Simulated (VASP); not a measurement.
# Ge (I4_1/amd) in VASP: single point with r2SCAN

Aim: the single point of Ge with r2SCAN.

Everything below comes from runs of VASP 6.6.1. Logs are shortened: lines on timing, memory, paths and dates and some standing lists are left out, and cuts for length are marked.

**1. The cell of the first run**

The structure is tetragonal, space group I4_1/amd (No. 141). Conventional cell: a = 4.012 Å, b = 4.012 Å, c = 5.447 Å, α = 90.00°, β = 90.00°, γ = 90.00°. Within 3.2 Å of Ge (site symmetry -4m2) lie 4 Ge at 2.42 Å.

**2. Single point, r2SCAN, non-collinear spin, zero start, spin-orbit coupling (uniaxial z strain -4.0%)**

POSCAR reads:

```
Ge
1.0
    0.0000000000      2.8368735121      2.7233985716
    2.8368735121      0.0000000000      2.7233985716
    2.8368735121      2.8368735121      0.0000000000
Ge
2
Direct
    0.0000000000      0.0000000000      0.0000000000
    0.2500000000      0.2500000000      0.2500000000
```

INCAR.step1 reads:

```
  ALGO = Normal
  EDIFF = 1E-4
  ENCUT = 520
  GGA = PE
  GGA_COMPAT = False
  ISMEAR = -1
  LASPH = True
  LCHARG = False
  LREAL = False
  LSORBIT = True
  LWAVE = True
  MAGMOM = 0 0 0 0 0 0
  NBANDS = 40
  NELM = 150
  PREC = Accurate
  SIGMA = 0.02
```

INCAR.step2 reads:

```
  ALGO = Normal
  EDIFF = 1E-6
  ENCUT = 520
  GGA_COMPAT = False
  ISIF = 2
  ISMEAR = -1
  ISTART = 1
  LASPH = True
  LCHARG = False
  LMIXTAU = True
  LORBIT = 11
  LORBMOM = True
  LREAL = False
  LSORBIT = True
  LWAVE = False
  MAGMOM = 0 0 0 0 0 0
  METAGGA = R2SCAN
  NBANDS = 40
  NELM = 150
  PREC = Accurate
  SIGMA = 0.02
```

KPOINTS reads:

```
k-points
0
Gamma
  8 8 8
```

Potentials or basis: VASP PAW PBE potentials, release 64 (Ge_d).

Command:

```console
$ cat potpaw_PBE.64/Ge_d/POTCAR > POTCAR
$ cp INCAR.step1 INCAR
$ mpirun -np 1 vasp_ncl > vasp.out
$ cp INCAR.step2 INCAR
$ mpirun -np 1 vasp_ncl > vasp.out
```

OUTCAR:

```text
EDIFF = 1E-6
   ENCUT = 520
   ISIF = 2
   ISMEAR = -1
   ISTART = 1
   LASPH = True
   LORBIT = 11
   LREAL = False
   LSORBIT = True
   METAGGA = R2SCAN
   NELM = 150
   PREC = Accurate

 ion  position               nearest neighbor table
   1  0.000  0.000  0.000-   2 2.42   2 2.42   2 2.42   2 2.42
   2  0.250  0.250  0.250-   1 2.42   1 2.42   1 2.42   1 2.42

  LATTYP: Found a body centered tetragonal cell.
 ALAT       =     4.0119449955
 C/A-ratio  =     1.3576450199

  Lattice vectors:

 A1 = (   0.0000000000,  -2.8368735121,  -2.7233985716)
 A2 = (   0.0000000000,   2.8368735121,  -2.7233985716)
 A3 = (   2.8368735121,   0.0000000000,   2.7233985716)

Analysis of symmetry for initial positions (statically):
=====================================================================
 Subroutine PRICEL returns:
 Original cell was already a primitive cell.

 Routine SETGRP: Setting up the symmetry group for a
 body centered tetragonal supercell.

 Subroutine GETGRP returns: Found 16 space group operations
 (whereof  8 operations were pure point group operations)
 out of a pool of 16 trial point group operations.

The static configuration has the point symmetry D_2d.
 The point group associated with its full space group is D_4h.

Analysis of symmetry for dynamics (positions and initial velocities):
=====================================================================
 Subroutine PRICEL returns:
 Original cell was already a primitive cell.

 Routine SETGRP: Setting up the symmetry group for a
 body centered tetragonal supercell.

 Subroutine GETGRP returns: Found 16 space group operations
 (whereof  8 operations were pure point group operations)
 out of a pool of 16 trial point group operations.

The dynamic configuration has the point symmetry D_2d.
 The point group associated with its full space group is D_4h.

Analysis of structural, dynamic, and magnetic symmetry:
=====================================================================
 Subroutine PRICEL returns:
 Original cell was already a primitive cell.

 Routine SETGRP: Setting up the symmetry group for a
 body centered tetragonal supercell.

 Subroutine GETGRP returns: Found 16 space group operations
 (whereof  8 operations were pure point group operations)
 out of a pool of 16 trial point group operations.

The overall configuration has the point symmetry D_2d.
 The point group associated with its full space group is D_4h.

 Subroutine INISYM returns: Found 16 space group operations
 (whereof  8 operations are pure point group operations),
 and found     1 'primitive' translations

----------------------------------------------------------------------------------------

                                     Primitive cell

  volume of cell :      43.8350

  direct lattice vectors                    reciprocal lattice vectors
     0.000000000  2.836873512  2.723398572    -0.176250368  0.176250368  0.183594133
     2.836873512  0.000000000  2.723398572     0.176250368 -0.176250368  0.183594133
     2.836873512  2.836873512  0.000000000     0.176250368  0.176250368 -0.183594133

  length of vectors
     3.932524775  3.932524775  4.011944996     0.309572593  0.309572593  0.309572593

  position of ions in fractional coordinates (direct lattice)
     0.000000000  0.000000000  0.000000000
     0.250000000  0.250000000  0.250000000

  ion indices of the primitive-cell ions
   primitive index   ion index
                 1           1
                 2           2

----------------------------------------------------------------------------------------

 KPOINTS: k-points

Automatic generation of k-mesh.
 Grid dimensions read from file:
 generate k-points for:    8    8    8

 Generating k-lattice:

  Cartesian coordinates                     Fractional coordinates (reciprocal lattice)
    -0.022031296  0.022031296  0.022949267     0.125000000  0.000000000  0.000000000
     0.022031296 -0.022031296  0.022949267     0.000000000  0.125000000  0.000000000
     0.022031296  0.022031296 -0.022949267     0.000000000  0.000000000  0.125000000

  Length of vectors
     0.038696574  0.038696574  0.038696574

  Shift w.r.t. Gamma in fractional coordinates (k-lattice)
     0.000000000  0.000000000  0.000000000

 Subroutine IBZKPT returns following result:
 ===========================================

 Found     59 irreducible k-points:
[... 54 lines left out ...]
   POTIM  = 0.5000    time-step for ionic-motion
   TEBEG  =    0.0;   TEEND  =   0.0 temperature during run
   PSTRESS=    0.0 pullay stress
   NELECT =      28.0000    total number of electrons
   NUPDOWN=      -1.0000    fix difference up-down
   EMIN   =  10.00;   EMAX   =-10.00  energy-range for DOS
   EFERMI =   0.00;   METHOD = LEGACY
   ISMEAR =    -1;   SIGMA  =   0.02  broadening in eV -4-tet -1-fermi 0-gaus
   EFERMI_NEDOS =   21; number of points for ismear=-14 and -15
   IALGO  =     38    algorithm
   IMIX   =      4    mixing-type and parameters
     AMIX     =   0.40;   BMIX     =  1.00
     AMIX_MAG =   1.60;   BMIX_MAG =  1.00
  volume/ion in A,a.u.               =      21.92       147.91
  Fermi-wavevector in a.u.,A,eV,Ry     =   1.409896  2.664317 27.045758  1.987807
  Thomas-Fermi vector in A             =   2.531905
   LORBIT       =     11    0 simple, 1 ext, 2 COOP (PROOUT), +10 PAW based schemes
   METAGGA = R2SCAN    functional components
   LHFCALC =     F    Hartree Fock is set to
   AEXX    =    0.0000 exact exchange contribution
   IVDW    =     0    specifies the selected vdW correction
   LEPSILON=     F    determine dielectric tensor
   LRPA    =     F    only Hartree local field effects (RPA)
  energy-cutoff  :      520.00
  volume of cell :       43.84
 maximum number of plane-waves:      2422
 NGX is ok and might be reduce to    30
   NGX = 15   NGY = 15   NGZ = 15

 number of electron      28.0000009 magnetization      -0.0000000     -0.0000000     -0.0000000

 number of electron      28.0000009 magnetization      -0.0000000      0.0000000     -0.0000000

 number of electron      28.0000009 magnetization       0.0000000      0.0000000      0.0000000

 number of electron      28.0000009 magnetization      -0.0000000      0.0000000      0.0000000

 Free energy of the ion-electron system (eV)
  ---------------------------------------------------
  ext. energy  EPLUGINS =         0.00000000
  ---------------------------------------------------
  free energy    TOTEN  =       -27.72173202 eV

  energy without entropy =      -27.72172277  energy(sigma->0) =      -27.72172739

 E-fermi :   5.4790     XC(G=0): -10.9899

 val. band max:        5.3861884239   @ k =   0.0000   0.0000   0.0000
 cond. band min:       5.5880602845   @ k =   0.3750   0.3750   0.0000
 fundamental gap:      0.2018718606
 Fermi energy:         5.4790313251

 k-point     1 :       0.0000    0.0000    0.0000
  band No.  band energies     occupation
      1     -20.6803      1.00000
      2     -20.6803      1.00000
      3     -20.6761      1.00000
      4     -20.6761      1.00000
      5     -20.6088      1.00000
      6     -20.6088      1.00000
[... 1021 lines left out ...]
     39      15.1958      0.00000
     40      15.1958      0.00000

 [... further k-points ...]

------------------------ aborting loop because EDIFF is reached ----------------------------------------

  FORCE on cell =-STRESS in cart. coord.  units (eV):
  Direction    XX          YY          ZZ          XY          YZ          ZX
  --------------------------------------------------------------------------------------
  -------------------------------------------------------------------------------------
  Total        0.5932095      0.5932095      1.4735710      0.0000000     -0.0000000     -0.0000000
  in kB       21.6819115     21.6819115     53.8592736      0.0000000     -0.0000000     -0.0000000
  external PRESSURE =      32.4076989 kB  Pullay stress =       0.0000000 kB

 VOLUME and BASIS-vectors are now :
 -----------------------------------------------------------------------------
  energy-cutoff  :      520.00
  volume of cell :       43.84
      direct lattice vectors                 reciprocal lattice vectors
     0.000000000  2.836873512  2.723398572    -0.176250368  0.176250368  0.183594133
     2.836873512  0.000000000  2.723398572     0.176250368 -0.176250368  0.183594133
     2.836873512  2.836873512  0.000000000     0.176250368  0.176250368 -0.183594133

 POSITION                                       TOTAL-FORCE (eV/Angst)
 -----------------------------------------------------------------------------------
      0.00000      0.00000      0.00000         0.000000      0.000000     -0.000000
      1.41844      1.41844      1.36170         0.000000      0.000000      0.000000
 -----------------------------------------------------------------------------------
    total drift:                                0.000000      0.000000      0.000000

  FREE ENERGIE OF THE ION-ELECTRON SYSTEM (eV)
  ---------------------------------------------------
  free  energy   TOTEN  =       -27.7217320182 eV

  energy  without entropy=      -27.7217227712  energy(sigma->0) =      -27.72172739

 orbital moment (x)

 # of ion     p       d       tot
 ----------------------------------------
  1        -0.000  -0.000  -0.000
  2        -0.000   0.000  -0.000
 ----------------------------------------
           -0.000  -0.000  -0.000

 orbital moment (y)

 # of ion     p       d       tot
 ----------------------------------------
  1         0.000   0.000   0.000
  2         0.000   0.000   0.000
 ----------------------------------------
            0.000   0.000   0.000

 orbital moment (z)

 # of ion     p       d       tot
 ----------------------------------------
  1         0.000   0.000   0.000
  2         0.000   0.000   0.000
 ----------------------------------------
            0.000   0.000   0.000

 Spin-Orbit-Coupling matrix elements

 Ion:    1  E_soc:     -0.0173974
 l=   1
     0.0000000    -0.0019828    -0.0019532
    -0.0019828     0.0000000    -0.0019828
    -0.0019532    -0.0019828     0.0000000
 l=   2
     0.0000000    -0.0001861     0.0000000    -0.0001861    -0.0007401
    -0.0001861     0.0000000    -0.0005555    -0.0001860    -0.0001853
     0.0000000    -0.0005555     0.0000000    -0.0005555     0.0000000
    -0.0001861    -0.0001860    -0.0005555     0.0000000    -0.0001853
    -0.0007401    -0.0001853     0.0000000    -0.0001853     0.0000000
 l=   3
     0.0000000     0.0000000     0.0000000     0.0000000     0.0000000     0.0000000     0.0000000
     0.0000000     0.0000000     0.0000000     0.0000000     0.0000000     0.0000000     0.0000000
     0.0000000     0.0000000     0.0000000     0.0000000     0.0000000     0.0000000     0.0000000
     0.0000000     0.0000000     0.0000000     0.0000000     0.0000000     0.0000000     0.0000000
     0.0000000     0.0000000     0.0000000     0.0000000     0.0000000     0.0000000     0.0000000
     0.0000000     0.0000000     0.0000000     0.0000000     0.0000000     0.0000000     0.0000000
     0.0000000     0.0000000     0.0000000     0.0000000     0.0000000     0.0000000     0.0000000

 Ion:    2  E_soc:     -0.0173974
 l=   1
     0.0000000    -0.0019828    -0.0019532
    -0.0019828     0.0000000    -0.0019828
    -0.0019532    -0.0019828     0.0000000
 l=   2
     0.0000000    -0.0001861     0.0000000    -0.0001861    -0.0007401
    -0.0001861     0.0000000    -0.0005555    -0.0001860    -0.0001853
     0.0000000    -0.0005555     0.0000000    -0.0005555     0.0000000
    -0.0001861    -0.0001860    -0.0005555     0.0000000    -0.0001853
    -0.0007401    -0.0001853     0.0000000    -0.0001853     0.0000000
 l=   3
     0.0000000     0.0000000     0.0000000     0.0000000     0.0000000     0.0000000     0.0000000
     0.0000000     0.0000000     0.0000000     0.0000000     0.0000000     0.0000000     0.0000000
     0.0000000     0.0000000     0.0000000     0.0000000     0.0000000     0.0000000     0.0000000
     0.0000000     0.0000000     0.0000000     0.0000000     0.0000000     0.0000000     0.0000000
     0.0000000     0.0000000     0.0000000     0.0000000     0.0000000     0.0000000     0.0000000
     0.0000000     0.0000000     0.0000000     0.0000000     0.0000000     0.0000000     0.0000000
     0.0000000     0.0000000     0.0000000     0.0000000     0.0000000     0.0000000     0.0000000

 total charge

# of ion       s       p       d       tot
------------------------------------------
    1        1.100   1.328  10.028  12.456
    2        1.100   1.328  10.028  12.456
--------------------------------------------------
tot          2.201   2.655  20.056  24.912

 magnetization (x)

# of ion       s       p       d       tot
------------------------------------------
    1       -0.000   0.000   0.000   0.000
    2       -0.000  -0.000   0.000  -0.000
--------------------------------------------------
tot         -0.000   0.000   0.000  -0.000

 magnetization (y)

# of ion       s       p       d       tot
------------------------------------------
    1        0.000  -0.000  -0.000  -0.000
    2        0.000   0.000   0.000   0.000
--------------------------------------------------
tot          0.000   0.000  -0.000   0.000

 magnetization (z)

# of ion       s       p       d       tot
------------------------------------------
    1       -0.000   0.000   0.000  -0.000
    2       -0.000   0.000   0.000   0.000
--------------------------------------------------
tot         -0.000   0.000   0.000  -0.000
```

It took 46 min on 1 thread of Intel Xeon 8259CL, shared host; peak memory 0.4 GiB.

Results:

```
Free energy                                           : -27.7217 eV
Pressure                                              : 3.2 GPa
Net moment                                            : 0.00 μB per cell
Valence electrons inside the program's atomic spheres : Ge 12.46
```

Stress tensor (GPa, compression positive):
```
2.17 0.00 0.00
0.00 2.17 0.00
0.00 0.00 5.39
```

Moments on the atoms (μB; x, y, z):
```
Ge  0.00 0.00 0.00
Ge  0.00 0.00 0.00
```

Caveat: the cell differs from its parent crystal (uniaxial z strain -4.0%); the cell stands under pressure; the PAW data sets were made with another functional, which shifts forces and pressure a little.
